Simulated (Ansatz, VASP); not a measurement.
**Al in VASP and in Ansatz**

```xyz
4
Lattice="2.7354 0.0000 0.0000 -1.3677 2.3689 0.0000 0.0000 0.0000 11.1775" Properties=species:S:1:pos:R:3 pbc="T T T"
Al    0.0000    0.0000    0.0000
Al    0.0000    1.5793    2.7944
Al    0.0000    0.0000    5.5888
Al    1.3677    0.7896    8.3831
```

Alike in both runs: task single point; functional PBEsol; dispersion D3(BJ); k mesh 18 × 18 × 6; occupations gaussian, width 0.15 eV; no spin polarisation.

```csv
,VASP,Ansatz
version,VASP 6.6.1,Ansatz 0.2.0
potentials or method,"VASP PAW PBE potentials, release 64 (Al), cutoff 520 eV","scalar-relativistic, plane waves, PAW"
valence electrons in the cell,12,12
```

Ansatz gave:

| Item | Value |
| --- | --- |
| gap on the k mesh at the Fermi level (eV) | none |
| pressure (GPa) | -5.6 |
| traceless stress, the component that is largest in VASP (GPa) | -7.31 |

Problem. What did VASP give for the same quantities?

Solution. gap on the k mesh at the Fermi level (eV): none; pressure (GPa): -5.6; traceless stress, the component that is largest in VASP (GPa): -7.38.

VASP's potentials were made for PBE, not for PBEsol, and Ansatz warns of the same on its side. A gap of «none» marks a metal or a gap that the smearing closes.
